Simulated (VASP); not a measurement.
# IrS: single point with r2SCAN

IrS:

```
CELL_PARAMETERS angstrom
0.00000 2.47163 2.47163
2.47163 0.00000 2.47163
2.47163 2.47163 0.00000
ATOMIC_POSITIONS crystal
Ir 0.50000 0.50000 0.50000
S 0.00000 0.00000 0.00000
```

```
Program             : VASP 6.6.1
Task                : single point
Functional          : r2SCAN
Potentials or basis : VASP PAW PBE potentials, release 64 (Ir, S)
Cutoff              : 520 eV
k mesh              : 12 × 12 × 12
Occupations         : gaussian, width 0.05 eV
Spin                : no spin polarisation
```

```yaml
Pressure: -1.5 GPa
Band_gap_on_the_k_mesh: zero (an odd number of electrons rules out a gap without spin polarisation)
```

Levels at points of the mesh, in eV from the Fermi level:
| k point | band 5 | band 6 | band 7 | band 8 | band 9 | band 10 | band 11 | band 12 |
| --- | --- | --- | --- | --- | --- | --- | --- | --- |
| (0.00, 0.00, 0.00) | -2.84 | -2.84 | -2.41 | -2.41 | -2.41 | 3.25 | 11.28 | 13.07 |
| (0.50, 0.00, 0.00) | -1.29 | -1.29 | -0.67 | 3.79 | 4.43 | 4.43 | 6.94 | 6.94 |
| (0.50, 0.50, 0.00) | -4.07 | -2.02 | -0.76 | -0.76 | 0.01 | 1.82 | 10.77 | 12.54 |

It took 2.6 min on 1 thread of Intel Xeon 8259CL, with other jobs on the host, peak memory 0.19 GiB.

Caveat: the PAW data sets were made with another functional, which shifts forces and pressure a little; spin-orbit coupling is left out, which moves the levels of the heavy elements.
